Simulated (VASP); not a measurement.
Write the native input for VASP 6.6.1 that does the following.

```
Task                   : single point
Functional             : r2SCAN
Potentials or basis    : VASP PAW PBE potentials, release 64 (Si, Sn_d)
Cutoff                 : 520 eV
k mesh                 : 1 × 1 × 1
Occupations            : fermi-dirac, width 0.05 eV
Spin                   : no spin polarisation
Dipole correction      : no
Further INCAR settings : LREAL = Auto; ALGO = Normal; EDIFF = 1e-06; NBANDS = 196
```

The system is Si29Sn3.

```
Si Sn
1.0
    11.07971    0.00000    0.00000
     0.00000   11.07971    0.00000
     0.00000    0.00000   11.07971
Si Sn
58 6
Direct
  0.99284 0.99192 0.99423
  0.00209 0.00630 0.49881
  0.99866 0.49645 0.00172
  0.00424 0.49611 0.49685
  0.50886 0.00662 0.99374
  0.49926 0.99907 0.49788
  0.49165 0.51230 0.01120
  0.49774 0.49930 0.49853
  0.12676 0.12684 0.62566
  0.12323 0.62239 0.12344
  0.13270 0.61786 0.61537
  0.62810 0.12605 0.12610
  0.63369 0.11529 0.61331
  0.62625 0.62585 0.12969
  0.61682 0.61888 0.63164
  0.25664 0.25878 0.99376
  0.24672 0.25163 0.49785
  0.24202 0.74264 0.99411
  0.25305 0.74897 0.49889
  0.76311 0.24141 0.01127
  0.75175 0.24982 0.49804
  0.74623 0.74846 0.00200
  0.37496 0.37792 0.12740
  0.36384 0.38265 0.61349
  0.37539 0.87472 0.62561
  0.87620 0.37499 0.12839
  0.87793 0.37483 0.62255
  0.87240 0.87157 0.12452
  0.87685 0.89310 0.62466
  0.25055 0.00030 0.26839
  0.24946 0.99910 0.75120
  0.24887 0.50007 0.25061
  0.24959 0.50051 0.74724
  0.74978 0.00080 0.24814
  0.75019 0.00308 0.75023
  0.75013 0.49731 0.24753
  0.75730 0.50466 0.74430
  0.37684 0.12907 0.38057
  0.36915 0.11893 0.87863
  0.37649 0.62406 0.37505
  0.37110 0.62566 0.87384
  0.87394 0.12673 0.37458
  0.87601 0.12361 0.87402
  0.88384 0.61638 0.36619
  0.86930 0.61963 0.88248
  0.99144 0.26020 0.25986
  0.00077 0.25011 0.75002
  0.00256 0.74954 0.24738
  0.50046 0.25044 0.24987
  0.50785 0.74158 0.25771
  0.49772 0.75001 0.75264
  0.12531 0.37490 0.37473
  0.12523 0.37730 0.87218
  0.12301 0.87269 0.38043
  0.13051 0.87945 0.87983
  0.62521 0.37482 0.37505
  0.61762 0.88264 0.36658
  0.62727 0.87506 0.87247
  0.12172 0.12843 0.12750
  0.74958 0.75153 0.49781
  0.37732 0.87173 0.12609
  0.00185 0.74947 0.74849
  0.49337 0.24352 0.73712
  0.63104 0.37944 0.88584
```

These files were run (other wordings do the same):

POSCAR

```
Si29Sn3
1.0
   11.0797080000      0.0000000000      0.0000000000
    0.0000000000     11.0797080000      0.0000000000
    0.0000000000      0.0000000000     11.0797080000
Si Sn
58 6
Direct
    0.9928400000      0.9919210000      0.9942330000
    0.0020920000      0.0062970000      0.4988090000
    0.9986580000      0.4964500000      0.0017220000
    0.0042410000      0.4961120000      0.4968520000
    0.5088590000      0.0066240000      0.9937420000
    0.4992560000      0.9990730000      0.4978780000
    0.4916470000      0.5123000000      0.0112050000
    0.4977450000      0.4993030000      0.4985340000
    0.1267600000      0.1268350000      0.6256610000
    0.1232260000      0.6223940000      0.1234380000
    0.1327050000      0.6178620000      0.6153700000
    0.6281020000      0.1260540000      0.1260970000
    0.6336940000      0.1152900000      0.6133140000
    0.6262470000      0.6258490000      0.1296910000
    0.6168250000      0.6188830000      0.6316410000
    0.2566370000      0.2587820000      0.9937550000
    0.2467210000      0.2516270000      0.4978490000
    0.2420230000      0.7426380000      0.9941050000
    0.2530500000      0.7489680000      0.4988880000
    0.7631110000      0.2414080000      0.0112680000
    0.7517550000      0.2498160000      0.4980390000
    0.7462320000      0.7484560000      0.0020000000
    0.3749620000      0.3779210000      0.1273970000
    0.3638390000      0.3826540000      0.6134880000
    0.3753900000      0.8747150000      0.6256130000
    0.8761970000      0.3749930000      0.1283940000
    0.8779270000      0.3748340000      0.6225520000
    0.8723980000      0.8715740000      0.1245240000
    0.8768470000      0.8930960000      0.6246570000
    0.2505470000      0.0002980000      0.2683930000
    0.2494620000      0.9990960000      0.7511970000
    0.2488710000      0.5000730000      0.2506050000
    0.2495890000      0.5005080000      0.7472410000
    0.7497760000      0.0008040000      0.2481410000
    0.7501870000      0.0030800000      0.7502280000
    0.7501330000      0.4973130000      0.2475310000
    0.7572950000      0.5046590000      0.7443020000
    0.3768430000      0.1290700000      0.3805660000
    0.3691470000      0.1189250000      0.8786280000
    0.3764900000      0.6240560000      0.3750460000
    0.3711000000      0.6256640000      0.8738380000
    0.8739400000      0.1267260000      0.3745760000
    0.8760140000      0.1236140000      0.8740170000
    0.8838420000      0.6163810000      0.3661900000
    0.8693020000      0.6196260000      0.8824780000
    0.9914420000      0.2601980000      0.2598550000
    0.0007720000      0.2501130000      0.7500160000
    0.0025580000      0.7495400000      0.2473780000
    0.5004590000      0.2504360000      0.2498680000
    0.5078540000      0.7415800000      0.2577050000
    0.4977160000      0.7500050000      0.7526360000
    0.1253060000      0.3749000000      0.3747310000
    0.1252260000      0.3772970000      0.8721810000
    0.1230100000      0.8726880000      0.3804280000
    0.1305070000      0.8794530000      0.8798320000
    0.6252060000      0.3748150000      0.3750520000
    0.6176180000      0.8826390000      0.3665790000
    0.6272720000      0.8750570000      0.8724660000
    0.1217190000      0.1284320000      0.1275020000
    0.7495850000      0.7515260000      0.4978140000
    0.3773180000      0.8717320000      0.1260880000
    0.0018500000      0.7494740000      0.7484860000
    0.4933730000      0.2435250000      0.7371220000
    0.6310450000      0.3794400000      0.8858430000
```

INCAR.step1

```
SYSTEM = Si29Sn3
ALGO = Normal
EDIFF = 1E-4
ENCUT = 520
GGA = PE
ISMEAR = -1
LASPH = .True.
LCHARG = .False.
LREAL = Auto
LWAVE = .True.
NBANDS = 196
NELM = 100
PREC = Accurate
SIGMA = 0.05
```

INCAR.step2

```
SYSTEM = Si29Sn3
ALGO = Normal
EDIFF = 1E-6
ENCUT = 520
ISIF = 2
ISMEAR = -1
ISTART = 1
LASPH = .True.
LCHARG = .True.
LELF = .True.
LMIXTAU = .True.
LREAL = Auto
LVHAR = .True.
LWAVE = .False.
METAGGA = R2SCAN
NBANDS = 196
NELM = 100
PREC = Accurate
SIGMA = 0.05
```

KPOINTS

```
k-points
0
Gamma
  1 1 1
  0 0 0
```

Potentials or basis: VASP PAW PBE potentials, release 64 (Si, Sn_d).

The run is started by

```bash
$ cat potpaw_PBE.64/Si/POTCAR potpaw_PBE.64/Sn_d/POTCAR > POTCAR
$ cp INCAR.step1 INCAR
$ mpirun -np 1 vasp_gam > vasp.out
$ cp INCAR.step2 INCAR
$ mpirun -np 1 vasp_gam > vasp.out
```

It gave:

```
Pressure               : 0.8 GPa
Largest force          : 0.087 eV/Å
Band gap on the k mesh : 0.61 eV
```

Caveat: the k points lie up to 0.57 Å⁻¹ apart; the PAW data sets were made with another functional, which shifts forces and pressure a little; spin-orbit coupling is left out, which moves the levels of the heavy elements.

Wall time 31 min on 1 thread of Oxide Virtual Turin-like Processor, on a shared host, peak memory 1.2 GiB.
